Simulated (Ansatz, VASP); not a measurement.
## CO2 in VASP and in Ansatz

```xyz
12
Lattice="5.7410 0.0000 0.0000 0.0000 5.7410 0.0000 0.0000 0.0000 5.8811" Properties=species:S:1:pos:R:3 pbc="T T T"
C     0.0000    0.0000    0.0000
C     2.8705    0.0000    2.9405
C     2.8705    2.8705    0.0000
C     0.0000    2.8705    2.9405
O     0.6400    0.6400    0.6556
O     2.2305    5.1010    3.5962
O     3.5105    2.2305    5.2254
O     5.1010    3.5105    2.2849
O     5.1010    5.1010    5.2254
O     3.5105    0.6400    2.2849
O     2.2305    3.5105    0.6556
O     0.6400    2.2305    3.5962
```

Alike in both runs: task single point; functional PBE; k mesh 4 × 4 × 4; occupations gaussian, width 0.05 eV; no spin polarisation.

|  | VASP | Ansatz |
| --- | --- | --- |
| version | VASP 6.6.1 | Ansatz 0.2.0 |
| potentials or method | VASP PAW PBE potentials, release 64 (C, O), cutoff 520 eV | scalar-relativistic, plane waves, PAW |
| valence electrons in the cell | 64 | 64 |

VASP gave:

* gap on the k mesh at the Fermi level (eV): 7.08
* least direct gap on the mesh (eV): 7.08
* pressure (GPa): 17.9
* traceless stress, the component that is largest in VASP (GPa): 0.48
* rms of the force components (eV/Å): 3.415

What did Ansatz give for the same quantities?

gap on the k mesh at the Fermi level (eV): 7.09; least direct gap on the mesh (eV): 7.09; pressure (GPa): 15.9; traceless stress, the component that is largest in VASP (GPa): 0.41; rms of the force components (eV/Å): 2.974.

Atom by atom the forces differ by 0.442 eV/Å (rms over components).

Noted on VASP's run: the standard files for N, O and F lose accuracy on very short bonds.
